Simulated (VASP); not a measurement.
# Ba (P6_3/mmc) in VASP: single point with PBE

Aim: the single point of Ba with PBE.

Everything below comes from runs of VASP 6.6.1. Logs are shortened: lines on timing, memory, paths and dates and some standing lists are left out, and cuts for length are marked.

**1. The cell of the first run**

The structure is hexagonal, space group P6_3/mmc (No. 194). Conventional cell: a = 4.310 Å, b = 4.310 Å, c = 6.911 Å, α = 90.00°, β = 90.00°, γ = 120.00°. Ba (site symmetry -6m2) has 12 Ba at 4.26 to 4.31 Å within 5.6 Å.

**2. Single point, PBE**

Input file INCAR:

```
SYSTEM = Ba
  PREC = Accurate
  ENCUT = 520
  EDIFF = 1E-7
  ISMEAR = 0
  SIGMA = 0.1
  LREAL = .FALSE.
  LASPH = .TRUE.
  NELM = 60
  ALGO = Normal
  ISIF = 2
  LWAVE = .FALSE.
  LCHARG = .TRUE.
  GGA = PE
  LELF = .TRUE.
  LVHAR = .TRUE.
  NBANDS = 17
```

Input file KPOINTS:

```
regular mesh
0
G
  6 6 4
  0 0 0
```

Input file POSCAR:

```
Ba
1.0
    4.3095435032      0.0000000000      0.0000000000
   -2.1547717516      3.7321741525      0.0000000000
    0.0000000000      0.0000000000      6.9110690002
Ba
2
Direct
    0.3333333333      0.6666666667      0.2500000000
    0.6666666667      0.3333333333      0.7500000000
```

Potentials or basis: VASP PAW PBE potentials, release 64 (Ba_sv).

Command:

```console
cat potpaw_PBE.64/Ba_sv/POTCAR > POTCAR
mpirun -np 1 vasp_std > vasp.out
```

OUTCAR:

```text
SYSTEM = Ba
   PREC = Accurate
   ENCUT = 520
   EDIFF = 1E-7
   ISMEAR = 0
   LREAL = .FALSE.
   LASPH = .TRUE.
   NELM = 60
   ISIF = 2
   GGA = PE

 ion  position               nearest neighbor table
   1  0.333  0.667  0.250-   2 4.26   2 4.26   2 4.26   2 4.26   2 4.26   2 4.26
   2  0.667  0.333  0.750-   1 4.26   1 4.26   1 4.26   1 4.26   1 4.26   1 4.26

  LATTYP: Found a hexagonal cell.
 ALAT       =     4.3095435032
 C/A-ratio  =     1.6036661412

  Lattice vectors:

 A1 = (   4.3095435032,   0.0000000000,   0.0000000000)
 A2 = (  -2.1547717516,   3.7321741525,   0.0000000000)
 A3 = (   0.0000000000,   0.0000000000,   6.9110690002)

Analysis of symmetry for initial positions (statically):
=====================================================================
 Subroutine PRICEL returns:
 Original cell was already a primitive cell.

 Routine SETGRP: Setting up the symmetry group for a
 hexagonal supercell.

 Subroutine GETGRP returns: Found 24 space group operations
 (whereof 12 operations were pure point group operations)
 out of a pool of 24 trial point group operations.

The static configuration has the point symmetry D_3d.
 The point group associated with its full space group is D_6h.

Analysis of symmetry for dynamics (positions and initial velocities):
=====================================================================
 Subroutine PRICEL returns:
 Original cell was already a primitive cell.

 Routine SETGRP: Setting up the symmetry group for a
 hexagonal supercell.

 Subroutine GETGRP returns: Found 24 space group operations
 (whereof 12 operations were pure point group operations)
 out of a pool of 24 trial point group operations.

The dynamic configuration has the point symmetry D_3d.
 The point group associated with its full space group is D_6h.

 Subroutine INISYM returns: Found 24 space group operations
 (whereof 12 operations are pure point group operations),
 and found     1 'primitive' translations

----------------------------------------------------------------------------------------

                                     Primitive cell

  volume of cell :     111.1574

  direct lattice vectors                    reciprocal lattice vectors
     4.309543503  0.000000000  0.000000000     0.232043139  0.133970168  0.000000000
    -2.154771752  3.732174152  0.000000000     0.000000000  0.267940337  0.000000000
     0.000000000  0.000000000  6.911069000     0.000000000  0.000000000  0.144695415

  length of vectors
     4.309543503  4.309543503  6.911069000     0.267940337  0.267940337  0.144695415

  position of ions in fractional coordinates (direct lattice)
     0.333333333  0.666666667  0.250000000
     0.666666667  0.333333333  0.750000000

  ion indices of the primitive-cell ions
   primitive index   ion index
                 1           1
                 2           2

----------------------------------------------------------------------------------------

 KPOINTS: regular mesh

Automatic generation of k-mesh.
 Grid dimensions read from file:
 generate k-points for:    6    6    4

 Generating k-lattice:

  Cartesian coordinates                     Fractional coordinates (reciprocal lattice)
     0.038673856  0.022328361  0.000000000     0.166666667  0.000000000  0.000000000
     0.000000000  0.044656723  0.000000000     0.000000000  0.166666667  0.000000000
     0.000000000  0.000000000  0.036173854     0.000000000  0.000000000  0.250000000

  Length of vectors
     0.044656723  0.044656723  0.036173854

  Shift w.r.t. Gamma in fractional coordinates (k-lattice)
     0.000000000  0.000000000  0.000000000

 Subroutine IBZKPT returns following result:
 ===========================================

 Found     21 irreducible k-points:

 Following reciprocal coordinates:
            Coordinates               Weight
  0.000000  0.000000  0.000000      1.000000
  0.166667 -0.000000  0.000000      6.000000
  0.333333 -0.000000  0.000000      6.000000
  0.500000 -0.000000  0.000000      3.000000
  0.166667  0.166667  0.000000      6.000000
  0.333333  0.166667  0.000000     12.000000
[... 13 lines left out ...]
  0.333333  0.166667  0.500000     12.000000
  0.333333  0.333333  0.500000      2.000000
   k-points           NKPTS =     21   k-points in BZ     NKDIM =     21   number of bands    NBANDS=     17
   number of dos      NEDOS =    301   number of ions     NIONS =      2
   total plane-waves  NPLWV =  55296
   dimension x,y,z NGX =    32 NGY =   32 NGZ =   54
   dimension x,y,z NGXF=    64 NGYF=   64 NGZF=  108
   ions per type =               2
   NGX,Y,Z   is equivalent  to a cutoff of  12.34, 12.34, 12.99 a.u.
   NGXF,Y,Z  is equivalent  to a cutoff of  24.69, 24.69, 25.98 a.u.
 SYSTEM =  Ba
   PREC   = accura    normal or accurate (medium, high low for compatibility)
   ISTART =      0    job   : 0-new  1-cont  2-samecut
   ICHARG =      2    charge: 1-file 2-atom 10-const
   ISPIN  =      1    spin polarized calculation?
   LNONCOLLINEAR =      F non collinear calculations
   LSORBIT =      F    spin-orbit coupling
   LASPH  =      T    aspherical Exc in radial PAW
   ENCUT  =  520.0 eV  38.22 Ry    6.18 a.u.   8.01  8.01 12.85*2*pi/ulx,y,z
   NELM   =     60;   NELMIN=  2; NELMDL= -5     # of ELM steps
   EDIFF  = 0.1E-06   stopping-criterion for ELM
   LREAL  =      F    real-space projection
   EDIFFG = 0.1E-05   stopping-criterion for IOM
   NSW    =      0    number of steps for IOM
   IBRION =     -1    ionic relax: 0-MD 1-quasi-New 2-CG
   NFREE  =      0    steps in history (QN), initial steepest desc. (CG)
   ISIF   =      2    stress and relaxation
   ISYM   =      2    0-nonsym 1-usesym 2-fastsym
   POTIM  = 0.5000    time-step for ionic-motion
   TEBEG  =    0.0;   TEEND  =   0.0 temperature during run
   PSTRESS=    0.0 pullay stress
   NELECT =      20.0000    total number of electrons
   NUPDOWN=      -1.0000    fix difference up-down
   EMIN   =  10.00;   EMAX   =-10.00  energy-range for DOS
   EFERMI =   0.00;   METHOD = LEGACY
   ISMEAR =     0;   SIGMA  =   0.10  broadening in eV -4-tet -1-fermi 0-gaus
   EFERMI_NEDOS =   21; number of points for ismear=-14 and -15
   IALGO  =     38    algorithm
   IMIX   =      4    mixing-type and parameters
     AMIX     =   0.40;   BMIX     =  1.00
     AMIX_MAG =   1.60;   BMIX_MAG =  1.00
  volume/ion in A,a.u.               =      55.58       375.06
  Fermi-wavevector in a.u.,A,eV,Ry     =   0.924213  1.746509 11.621682  0.854169
  Thomas-Fermi vector in A             =   2.049934
   LORBIT       =      0    0 simple, 1 ext, 2 COOP (PROOUT), +10 PAW based schemes
   GGA     = PE    functional components
   LHFCALC =     F    Hartree Fock is set to
   AEXX    =    0.0000 exact exchange contribution
   IVDW    =     0    specifies the selected vdW correction
   LEPSILON=     F    determine dielectric tensor
   LRPA    =     F    only Hartree local field effects (RPA)
 non-spin polarized calculation
 Gauss-broadening in eV      SIGMA  =   0.10
  energy-cutoff  :      520.00
  volume of cell :      111.16
 maximum number of plane-waves:      3018
   NGX = 17   NGY = 17   NGZ = 25

 number of electron      19.9999999 magnetization

 Free energy of the ion-electron system (eV)
  ---------------------------------------------------
  ext. energy  EPLUGINS =         0.00000000
  ---------------------------------------------------
  free energy    TOTEN  =        -3.71811461 eV

  energy without entropy =       -3.70722359  energy(sigma->0) =       -3.71266910

 E-fermi :   2.1152     XC(G=0):  -7.8190

 val. band max:        2.0475086254   @ k =   0.3333   0.3333   0.2500
 cond. band min:       2.1550249831   @ k =   0.1667   0.1667   0.0000
 fundamental gap:      0.1075163577
 Fermi energy:         2.1151594978

 k-point     1 :       0.0000    0.0000    0.0000
  band No.  band energies     occupation
      1     -26.5898      2.00000
      2     -26.5150      2.00000
      3     -12.1602      2.00000
      4     -11.5547      2.00000
      5     -11.5547      2.00000
      6     -11.4574      2.00000
[... 9 lines left out ...]
     16       4.4815      0.00000
     17       4.9634      0.00000

 k-point     2 :       0.1667   -0.0000    0.0000
  band No.  band energies     occupation
      1     -26.5748      2.00000
      2     -26.5088      2.00000
      3     -12.1024      2.00000
      4     -11.6843      2.00000
      5     -11.5953      2.00000
      6     -11.5902      2.00000
[... 9 lines left out ...]
     16       4.5304      0.00000
     17       4.6648      0.00000

 k-point     3 :       0.3333   -0.0000    0.0000
  band No.  band energies     occupation
      1     -26.5420      2.00000
      2     -26.4989      2.00000
      3     -11.9604      2.00000
      4     -11.9386      2.00000
      5     -11.8311      2.00000
      6     -11.6699      2.00000
[... 9 lines left out ...]
     16       5.7285      0.00000
     17       5.7905      0.00000

 k-point     4 :       0.5000   -0.0000    0.0000
  band No.  band energies     occupation
      1     -26.5220      2.00000
      2     -26.4975      2.00000
      3     -12.0620      2.00000
      4     -11.9424      2.00000
      5     -11.8537      2.00000
      6     -11.7051      2.00000
[... 9 lines left out ...]
     16       7.1213      0.00000
     17       7.3237      0.00000
[... 283 lines left out ...]
      1     -26.5259      2.00000
      2     -26.5259      2.00000
      3     -11.9427      2.00000
      4     -11.9427      2.00000
      5     -11.6515      2.00000
      6     -11.6515      2.00000
[... 9 lines left out ...]
     16       4.6207      0.00000
     17       6.1294      0.00000

 k-point    20 :       0.3333    0.1667    0.5000
  band No.  band energies     occupation
      1     -26.5097      2.00000
      2     -26.5097      2.00000
      3     -12.0496      2.00000
      4     -12.0496      2.00000
      5     -11.7310      2.00000
      6     -11.7310      2.00000
[... 9 lines left out ...]
     16       4.7289      0.00000
     17       6.6940      0.00000

 k-point    21 :       0.3333    0.3333    0.5000
  band No.  band energies     occupation
      1     -26.5043      2.00000
      2     -26.5043      2.00000
      3     -12.0094      2.00000
      4     -12.0094      2.00000
      5     -11.8515      2.00000
      6     -11.8515      2.00000
[... 9 lines left out ...]
     16       4.7512      0.00000
     17       6.4238      0.00000

------------------------ aborting loop because EDIFF is reached ----------------------------------------

  FORCE on cell =-STRESS in cart. coord.  units (eV):
  Direction    XX          YY          ZZ          XY          YZ          ZX
  --------------------------------------------------------------------------------------
  -------------------------------------------------------------------------------------
  Total        0.8461642      0.8461642      1.2356599      0.0000000     -0.0000000      0.0000000
  in kB       12.1962649     12.1962649     17.8102961      0.0000000     -0.0000000      0.0000000
  external PRESSURE =      14.0676086 kB  Pullay stress =       0.0000000 kB

 VOLUME and BASIS-vectors are now :
 -----------------------------------------------------------------------------
  energy-cutoff  :      520.00
  volume of cell :      111.16
      direct lattice vectors                 reciprocal lattice vectors
     4.309543503  0.000000000  0.000000000     0.232043139  0.133970168  0.000000000
    -2.154771752  3.732174152  0.000000000     0.000000000  0.267940337  0.000000000
     0.000000000  0.000000000  6.911069000     0.000000000  0.000000000  0.144695415

 POSITION                                       TOTAL-FORCE (eV/Angst)
 -----------------------------------------------------------------------------------
     -0.00000      2.48812      1.72777        -0.000000      0.000000      0.000000
      2.15477      1.24406      5.18330         0.000000     -0.000000      0.000000
 -----------------------------------------------------------------------------------
    total drift:                               -0.000000      0.000000     -0.000000

  FREE ENERGIE OF THE ION-ELECTRON SYSTEM (eV)
  ---------------------------------------------------
  free  energy   TOTEN  =        -3.7181146060 eV

  energy  without entropy=       -3.7072235914  energy(sigma->0) =       -3.71266910
```

Wall time 24 s (1 thread of Intel Xeon Platinum 8259CL at 2.50GHz (Skylake/Cascade Lake), shared host); peak memory 0.23 GiB.

Results:

```
Free energy            : -3.7181 eV
Pressure               : 1.4 GPa
Band gap on the k mesh : zero (band 10 reaches 2.30 eV, above the bottom of band 11 at 1.84 eV)
```

Caveat: spin-orbit coupling is left out, which moves the levels of the heavy elements.
